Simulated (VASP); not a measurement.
Crystal: PbSe (Clausthalite).

```
CELL_PARAMETERS angstrom
0.00000 3.06065 3.06065
3.06065 0.00000 3.06065
3.06065 3.06065 0.00000
ATOMIC_POSITIONS crystal
Pb 0.00000 0.00000 0.00000
Se 0.50000 0.50000 0.50000
```

| Property | Result |
| --- | --- |
| Program | VASP 6.6.1 |
| Task | relaxation of cell and atoms |
| Functional | RPBE |
| Potentials or basis | VASP PAW PBE potentials, release 64 (Pb_d, Se) |
| Cutoff | 600 eV |
| k mesh | 6 × 6 × 6 |
| Occupations | gaussian, width 0.01 eV |
| Spin | no spin polarisation |

At the start: pressure 4.2 GPa; volume 28.67 Å³/atom.

Problem. Where does the relaxation end?

Solution. Over 3 steps the energy falls by 30.4 meV/atom and the volume is 31.17 Å³/atom (+8.7 %); space group Fm-3m (No. 225, to 0.05 Å).

The path:
```csv
step,energy change (eV),largest force (eV/Å),pressure (GPa),volume (Å³)
1,0.0000,0.0000,4.20,57.34
2,-0.0566,0.0000,-0.91,63.81
3,-0.0608,0.0000,0.01,62.33
```

Final structure:
```
Pb Se
1.0
     0.00000    3.14700    3.14700
     3.14700    0.00000    3.14700
     3.14700    3.14700    0.00000
Pb Se
1 1
Direct
  0.00000 0.00000 0.00000
  0.50000 0.50000 0.50000
```

Caveat: the PAW data sets were made with another functional, which shifts forces and pressure a little.
